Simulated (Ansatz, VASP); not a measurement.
**One calculation of ZrB, two programs**

```xyz
2
Lattice="0.0000 2.4160 2.4160 2.4160 0.0000 2.4160 2.4160 2.4160 0.0000" Properties=species:S:1:pos:R:3 pbc="T T T"
Zr    2.4160    2.4160    2.4160
B     0.0000    0.0000    0.0000
```

Alike in both runs: task single point; functional LDA; k mesh 8 × 8 × 8; occupations gaussian, width 0.05 eV; no spin polarisation.

|  | VASP | Ansatz |
| --- | --- | --- |
| version | VASP 6.6.1 | Ansatz 0.2.0 |
| potentials or method | VASP PAW LDA potentials, release 64 (Zr_sv, B), cutoff 500 eV | scalar-relativistic, plane waves, PAW |
| valence electrons in the cell | 15 | 15 |

```csv
,VASP,Ansatz,Ansatz less VASP
gap on the k mesh at the Fermi level (eV),none,none,-
pressure (GPa),0.4,0.0,-0.37
```

LDA's correlation is that of Perdew and Zunger in VASP and of Perdew and Wang (1992) in Ansatz. A gap of «none» marks a metal or a gap that the smearing closes.
